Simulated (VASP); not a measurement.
Crystal: O.

```
O
1.0
     0.00000    1.77176    1.77176
     1.77176    0.00000    1.77176
     1.77176    1.77176    0.00000
O
1
Direct
  0.00000 0.00000 0.00000
```

```yaml
Program: VASP 6.6.1
Task: relaxation of cell and atoms
Functional: PBE
Potentials_or_basis: VASP PAW PBE potentials, release 64 (O)
Cutoff: 600 eV
k_mesh: 16 × 16 × 16
Occupations: fermi-dirac, width 0.03 eV
Spin: no spin polarisation
```

At the start: pressure -21.0 GPa; volume 11.12 Å³/atom.

Question: Where does the relaxation end?

Answer: Over 17 steps the energy falls by 293.2 meV/atom and the volume is 7.96 Å³/atom (-28.5 %); space group Fm-3m (No. 225, to 0.05 Å).

Step by step:
| step | energy change (eV) | largest force (eV/Å) | pressure (GPa) | volume (Å³) |
| --- | --- | --- | --- | --- |
| 1 | 0.0000 | 0.0000 | -21.03 | 11.12 |
| 2 | -0.2499 | 0.0000 | -12.70 | 8.94 |
| 3 | -0.2925 | 0.0000 | -1.90 | 8.07 |
| 4 | -0.2932 | 0.0000 | 0.39 | 7.94 |
| 5 | -0.2931 | 0.0000 | -0.64 | 7.99 |
| 6 | -0.2931 | 0.0000 | -0.62 | 7.99 |
| 7 | -0.2931 | 0.0000 | -0.58 | 7.99 |
| 8 | -0.2931 | 0.0000 | -0.58 | 7.99 |
| 9 | -0.2931 | 0.0000 | -0.57 | 7.99 |
| 10 | -0.2931 | 0.0000 | -0.57 | 7.99 |
| 11 | -0.2932 | 0.0000 | -0.56 | 7.99 |
| 12 | -0.2932 | 0.0000 | -0.55 | 7.99 |
| 13 | -0.2932 | 0.0000 | -0.52 | 7.99 |
| 14 | -0.2932 | 0.0000 | -0.46 | 7.98 |
| 15 | -0.2932 | 0.0000 | -0.35 | 7.98 |
| 16 | -0.2932 | 0.0000 | -0.11 | 7.96 |
| 17 | -0.2932 | 0.0000 | 0.00 | 7.96 |

Final structure:
```xyz
1
Lattice="0.0000 1.5846 1.5846 1.5846 0.0000 1.5846 1.5846 1.5846 0.0000" Properties=species:S:1:pos:R:3 pbc="T T T"
O     0.0000    0.0000    0.0000
```

Caveat: the volume moved by over 15 % at a fixed basis, so the end points are rough.
